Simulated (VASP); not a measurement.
# MgO (Amm2) in VASP: a series of runs, part 2 of 2

VASP 6.6.1.

## (5) Single point, LDA (strain -0.0450 x Voigt [0, 1, 0, 0, 0, 0])

File INCAR:

```
SYSTEM = MgO
  ALGO = Normal
  EDIFF = 1E-6
  ENCUT = 840
  GGA = CA
  GGA_COMPAT = .False.
  ISIF = 2
  ISMEAR = 0
  LASPH = .True.
  LCHARG = .False.
  LREAL = .False.
  LWAVE = .False.
  NBANDS = 15
  NELM = 120
  PREC = Accurate
  SIGMA = 0.05
```

File KPOINTS:

```
k-points
0
Gamma
  9 9 8
  0 0 0
```

File POSCAR:

```
MgO
1.0
    2.9380209034      0.0000000000      0.0000000000
   -1.4690104517      2.4299027059      0.0000000000
    0.0000000000      0.0000000000      2.6796800000
Mg O
1 1
Direct
    0.0000000000      0.0000000000      0.0000000000
    0.3333333333      0.6666666667      0.5000000000
```

Potentials or basis: VASP PAW LDA potentials, release 64 (Mg_sv, O).

Command:

```console
$ cat potpaw_LDA.64/Mg_sv/POTCAR potpaw_LDA.64/O/POTCAR > POTCAR
$ mpirun -np 1 vasp_std > vasp.out
```

OUTCAR:

```text
SYSTEM = MgO
   EDIFF = 1E-6
   ENCUT = 840
   GGA = CA
   ISIF = 2
   ISMEAR = 0
   LASPH = .True.
   LREAL = .False.
   NELM = 120
   PREC = Accurate

 ion  position               nearest neighbor table
   1  0.000  0.000  0.000-   2 2.10   2 2.10
   2  0.333  0.667  0.500-   1 2.10   1 2.10

  Warning from LATTYP: Monoclinic adjustment (A1->A3, A2->A1, A3->A2)!
  LATTYP: Found a base centered orthorhombic cell.
 ALAT       =     2.9380209034
 B/A-ratio  =     1.6541085212
 C/A-ratio  =     0.9120697531

  Lattice vectors:

 A1 = (   1.4690104517,  -2.4299027059,   0.0000000000)
 A2 = (   1.4690104517,   2.4299027059,   0.0000000000)
 A3 = (   0.0000000000,   0.0000000000,   2.6796800000)

Analysis of symmetry for initial positions (statically):
=====================================================================
 Subroutine PRICEL returns:
 Original cell was already a primitive cell.

 Routine SETGRP: Setting up the symmetry group for a
 base centered orthorhombic supercell.

 Subroutine GETGRP returns: Found  4 space group operations
 (whereof  4 operations were pure point group operations)
 out of a pool of  8 trial point group operations.

The static configuration has the point symmetry C_2v.
[... 177 lines left out ...]
      8       2.6734      2.00000
      9       6.2959      0.00000
     10      14.7132      0.00000
     11      18.5293      0.00000
     12      19.6940      0.00000
     13      23.4509      0.00000
     14      23.8778      0.00000
[... 401 lines left out ...]
      2     -36.7939      2.00000
      3     -36.7169      2.00000
      4     -36.6138      2.00000
      5     -13.0370      2.00000
      6      -1.8433      2.00000
      7       1.5480      2.00000
      8       2.8585      2.00000
      9       9.4547      0.00000
     10      14.0828      0.00000
     11      16.2559      0.00000
     12      20.7218      0.00000
     13      21.9045      0.00000
     14      25.4446      0.00000
     15      27.5739      0.00000

 [... further k-points ...]

------------------------ aborting loop because EDIFF is reached ----------------------------------------

  FORCE on cell =-STRESS in cart. coord.  units (eV):
  Direction    XX          YY          ZZ          XY          YZ          ZX
  --------------------------------------------------------------------------------------
  -------------------------------------------------------------------------------------
  Total       -0.5487048      0.7697533     -1.3630894      0.0000000      0.0000000      0.0000000
  in kB      -45.9539296     64.4667029   -114.1584952      0.0000000      0.0000000      0.0000000
  external PRESSURE =     -31.8819073 kB  Pullay stress =       0.0000000 kB

 VOLUME and BASIS-vectors are now :
 -----------------------------------------------------------------------------
  energy-cutoff  :      840.00
  volume of cell :       19.13
      direct lattice vectors                 reciprocal lattice vectors
     2.938020903  0.000000000  0.000000000     0.340365175  0.205769556  0.000000000
    -1.469010452  2.429902706  0.000000000     0.000000000  0.411539111  0.000000000
     0.000000000  0.000000000  2.679680000     0.000000000  0.000000000  0.373178887

 POSITION                                       TOTAL-FORCE (eV/Angst)
 -----------------------------------------------------------------------------------
      0.00000      0.00000      0.00000        -0.000000     -0.034353      0.000000
     -0.00000      1.61994      1.33984         0.000000      0.034353      0.000000
 -----------------------------------------------------------------------------------
    total drift:                                0.000000      0.000822      0.000000

  FREE ENERGIE OF THE ION-ELECTRON SYSTEM (eV)
  ---------------------------------------------------
  free  energy   TOTEN  =       -12.5038114223 eV

  energy  without entropy=      -12.5038114223  energy(sigma->0) =      -12.50381142
```

OSZICAR:

```text
N       E                     dE             d eps       ncg     rms          rms(c)
DAV:   1     0.161646012101E+03    0.16165E+03   -0.13548E+04  3750   0.176E+03
DAV:   2    -0.830522140626E+01   -0.16995E+03   -0.16062E+03  4422   0.439E+02
DAV:   3    -0.142249812890E+02   -0.59198E+01   -0.58858E+01  4862   0.792E+01
DAV:   4    -0.143097845967E+02   -0.84803E-01   -0.84789E-01  4233   0.927E+00
DAV:   5    -0.143111373588E+02   -0.13528E-02   -0.13527E-02  4772   0.957E-01    0.866E+00
DAV:   6    -0.125975213884E+02    0.17136E+01   -0.23777E+00  3806   0.154E+01    0.285E+00
DAV:   7    -0.125432477604E+02    0.54274E-01   -0.14655E-01  4464   0.344E+00    0.169E+00
DAV:   8    -0.125049869242E+02    0.38261E-01   -0.59309E-02  4408   0.233E+00    0.365E-01
DAV:   9    -0.125037652670E+02    0.12217E-02   -0.42218E-03  4401   0.572E-01    0.953E-02
DAV:  10    -0.125038311732E+02   -0.65906E-04   -0.16938E-04  4618   0.190E-01    0.531E-02
DAV:  11    -0.125038115212E+02    0.19652E-04   -0.31202E-05  4408   0.683E-02    0.264E-03
DAV:  12    -0.125038114223E+02    0.98908E-07   -0.71798E-07  3283   0.128E-02
   1 F= -.12503811E+02 E0= -.12503811E+02  d E =-.932206E-32
```

It took 36 s on 1 thread of AMD EPYC 9R14 (Zen 4), shared host; peak memory 0.16 GiB.

Results:

```
Free energy            : -12.5038 eV
Pressure               : -3.2 GPa
Largest force          : 0.034 eV/Å
Band gap on the k mesh : 3.16 eV (least direct gap 3.62 eV)
```

Forces on the atoms (eV/Å):
```
Mg   0.000 -0.034  0.000
O    0.000  0.034  0.000
```

Stress tensor (GPa, compression positive):
```
 -4.60   0.00   0.00
  0.00   6.45   0.00
  0.00   0.00 -11.42
```

Levels at points of the mesh, in eV from the valence-band top:
```csv
k point,band 6,band 7,band 8,band 9,band 10,band 11
"(0.00, 0.00, 0.00)",-0.71,-0.71,-0.46,3.16,11.58,15.39
"(0.00, 0.00, 0.50)",-5.78,-0.19,0.00,8.60,9.00,17.04
```

Caveat: the cell differs from its parent crystal (strain -0.0450 x Voigt [0, 1, 0, 0, 0, 0]); the stress differs along the axes, from -11 to 6 GPa.

## (6) Single point, LDA (strain +0.0525 x Voigt [0, 1, 0, 0, 0, 0])

File INCAR:

```
PREC = Accurate ; ENCUT = 840
EDIFF = 1E-6 ; ISMEAR = 0
SIGMA = 0.05 ; LREAL = F
LASPH = T ; NELM = 120
ALGO = Normal ; ISIF = 2
LWAVE = F ; LCHARG = F
GGA = CA ; NBANDS = 15
GGA_COMPAT = F
```

File KPOINTS:

```
regular mesh
0
Gamma
  9 9 8
```

File POSCAR:

```
MgO
1.0
    2.9380209034      0.0000000000      0.0000000000
   -1.4690104517      2.6779817780      0.0000000000
    0.0000000000      0.0000000000      2.6796800000
Mg O
1 1
Direct
    0.0000000000      0.0000000000      0.0000000000
    0.3333333333      0.6666666667      0.5000000000
```

Potentials or basis: VASP PAW LDA potentials, release 64 (Mg_sv, O).

Command:

```console
$ cat potpaw_LDA.64/Mg_sv/POTCAR potpaw_LDA.64/O/POTCAR > POTCAR
$ mpirun -np 1 vasp_std > vasp.out
```

OUTCAR:

```text
PREC = Accurate
   ENCUT = 840
   EDIFF = 1E-6
   ISMEAR = 0
   LREAL = F
   LASPH = T
   NELM = 120
   ISIF = 2
   GGA = CA

 ion  position               nearest neighbor table
   1  0.000  0.000  0.000-
   2  0.333  0.667  0.500-

  LATTYP: Found a base centered orthorhombic cell.
 ALAT       =     2.9380209034
 B/A-ratio  =     1.8229834750
 C/A-ratio  =     0.9120697531

  Lattice vectors:

 A1 = (   1.4690104517,  -2.6779817780,   0.0000000000)
 A2 = (   1.4690104517,   2.6779817780,   0.0000000000)
 A3 = (   0.0000000000,   0.0000000000,   2.6796800000)

Analysis of symmetry for initial positions (statically):
=====================================================================
 Subroutine PRICEL returns:
 Original cell was already a primitive cell.

 Routine SETGRP: Setting up the symmetry group for a
 base centered orthorhombic supercell.

 Subroutine GETGRP returns: Found  4 space group operations
 (whereof  4 operations were pure point group operations)
 out of a pool of  8 trial point group operations.

The static configuration has the point symmetry C_2v.

Analysis of symmetry for dynamics (positions and initial velocities):
=====================================================================
 Subroutine PRICEL returns:
 Original cell was already a primitive cell.

 Routine SETGRP: Setting up the symmetry group for a
 base centered orthorhombic supercell.

 Subroutine GETGRP returns: Found  4 space group operations
 (whereof  4 operations were pure point group operations)
 out of a pool of  8 trial point group operations.

The dynamic configuration has the point symmetry C_2v.

 Subroutine INISYM returns: Found  4 space group operations
 (whereof  4 operations are pure point group operations),
 and found     1 'primitive' translations

----------------------------------------------------------------------------------------

                                     Primitive cell

  volume of cell :      21.0836

[... 117 lines left out ...]
   LEPSILON=     F    determine dielectric tensor
   LRPA    =     F    only Hartree local field effects (RPA)
 non-spin polarized calculation
 Gauss-broadening in eV      SIGMA  =   0.05
  energy-cutoff  :      840.00
  volume of cell :       21.08
 maximum number of plane-waves:      1183
   NGX = 13   NGY = 15   NGZ = 13

 number of electron      16.0000006 magnetization

 Free energy of the ion-electron system (eV)
  ---------------------------------------------------
  ext. energy  EPLUGINS =         0.00000000
  ---------------------------------------------------
  free energy    TOTEN  =       -12.39716889 eV

  energy without entropy =      -12.39716889  energy(sigma->0) =      -12.39716889

 E-fermi :   2.7497     XC(G=0): -11.2897

 val. band max:        2.5276214619   @ k =   0.3333   0.3333   0.0000
 cond. band min:       4.9457375806   @ k =   0.0000   0.0000   0.0000
 fundamental gap:      2.4181161188
 Fermi energy:         2.7496550036

 k-point     1 :       0.0000    0.0000    0.0000
  band No.  band energies     occupation
      1     -70.1731      2.00000
      2     -37.6488      2.00000
      3     -37.6445      2.00000
      4     -37.6032      2.00000
      5     -14.5537      2.00000
      6       1.5137      2.00000
      7       1.7981      2.00000
      8       2.1786      2.00000
      9       4.9457      0.00000
     10      13.9390      0.00000
     11      16.4089      0.00000
     12      17.4640      0.00000
     13      21.2793      0.00000
     14      22.6447      0.00000
[... 401 lines left out ...]
      2     -37.6931      2.00000
      3     -37.6585      2.00000
      4     -37.5980      2.00000
      5     -13.6998      2.00000
      6      -2.4229      2.00000
      7       1.2629      2.00000
      8       2.4440      2.00000
      9       8.7726      0.00000
     10      11.8353      0.00000
     11      15.1772      0.00000
     12      19.5291      0.00000
     13      20.8424      0.00000
     14      23.1020      0.00000
     15      26.8613      0.00000

 [... further k-points ...]

------------------------ aborting loop because EDIFF is reached ----------------------------------------

  FORCE on cell =-STRESS in cart. coord.  units (eV):
  Direction    XX          YY          ZZ          XY          YZ          ZX
  --------------------------------------------------------------------------------------
  -------------------------------------------------------------------------------------
  Total       -1.5217304     -2.9819067     -0.9747674      0.0000000      0.0000000      0.0000000
  in kB     -115.6386095   -226.5996314    -74.0740560      0.0000000      0.0000000      0.0000000
  external PRESSURE =    -138.7707656 kB  Pullay stress =       0.0000000 kB

 VOLUME and BASIS-vectors are now :
 -----------------------------------------------------------------------------
  energy-cutoff  :      840.00
  volume of cell :       21.08
      direct lattice vectors                 reciprocal lattice vectors
     2.938020903  0.000000000  0.000000000     0.340365175  0.186707768  0.000000000
    -1.469010452  2.677981778  0.000000000     0.000000000  0.373415536  0.000000000
     0.000000000  0.000000000  2.679680000     0.000000000  0.000000000  0.373178887

 POSITION                                       TOTAL-FORCE (eV/Angst)
 -----------------------------------------------------------------------------------
      0.00000      0.00000      0.00000         0.000000     -0.087869      0.000000
     -0.00000      1.78532      1.33984        -0.000000      0.087869      0.000000
 -----------------------------------------------------------------------------------
    total drift:                               -0.000003     -0.000748     -0.000000

  FREE ENERGIE OF THE ION-ELECTRON SYSTEM (eV)
  ---------------------------------------------------
  free  energy   TOTEN  =       -12.3971688927 eV

  energy  without entropy=      -12.3971688927  energy(sigma->0) =      -12.39716889
```

stdout:

```text
POSCAR found type information on POSCAR MgO
 POSCAR found :  2 types and       2 ions
 scaLAPACK will be used
 LDA part: xc-table for (Slater(with rela. corr.)+CA(PZ))
 , standard interpolation
 POSCAR, INCAR and KPOINTS ok, starting setup
 FFT: planning ... GRIDC
 FFT: planning ... GRID_SOFT
 FFT: planning ... GRID
 WAVECAR not read
 entering main loop
```

Wall time 36 s (1 thread of AMD EPYC 9R45 (Zen 5), shared host); peak memory 0.16 GiB.

What came out:

```yaml
Free_energy: -12.3972 eV
Pressure: -13.9 GPa
Largest_force: 0.088 eV/Å
Band_gap_on_the_k_mesh: 2.42 eV (least direct gap 2.77 eV)
```

Forces on the atoms (eV/Å):
```
Mg   0.000 -0.088  0.000
O    0.000  0.088  0.000
```

Levels at points of the mesh, in eV from the valence-band top:
```
           k point  band 6  band 7  band 8  band 9  band 10  band 11
(0.00, 0.00, 0.00)   -1.01   -0.73   -0.35    2.42    11.41    13.88
(0.00, 0.00, 0.50)   -5.28   -0.44   -0.22    7.37     8.44    16.08
```

Caveat: the cell differs from its parent crystal (strain +0.0525 x Voigt [0, 1, 0, 0, 0, 0]); the stress differs along the axes, from -23 to -7 GPa. A k mesh can miss the band edges.

## (7) Overview

| cell | gap on the mesh (eV) | pressure (GPa) | largest force (eV/Å) |
| --- | --- | --- | --- |
| a = 2.938, b = 2.905, c = 2.680 Å, angles 90.0, 90.0, 120.4°, 2 atoms | 3.09 | -7.3 | - |
| a = 2.938, b = 3.004, c = 2.680 Å, angles 90.0, 90.0, 119.3°, 2 atoms | 2.65 | -12.0 | 0.04 |
| a = 2.938, b = 2.971, c = 2.680 Å, angles 90.0, 90.0, 119.6°, 2 atoms | 2.81 | -10.6 | 0.01 |
| a = 2.938, b = 2.839, c = 2.680 Å, angles 90.0, 90.0, 121.2°, 2 atoms | 3.16 | -3.2 | 0.03 |
| a = 2.938, b = 3.054, c = 2.680 Å, angles 90.0, 90.0, 118.7°, 2 atoms | 2.42 | -13.9 | 0.09 |

Alike in all rows: task single point; level LDA; potentials or basis VASP PAW LDA potentials, release 64 (Mg_sv, O); no spin polarisation; k mesh 9 × 9 × 8; cutoff (eV) 840; smearing gaussian 0.05 eV.

Caveats: the stress differs along the axes, from -10 to -4 GPa (at least some runs); the stress differs along the axes, from -17 to -8 GPa (at least some runs); the cell stands under tension (at least some runs); the stress differs along the axes, from -11 to 6 GPa (at least some runs); the stress differs along the axes, from -23 to -7 GPa (at least some runs).

Absolute energies hang on the potentials; compare differences alone.
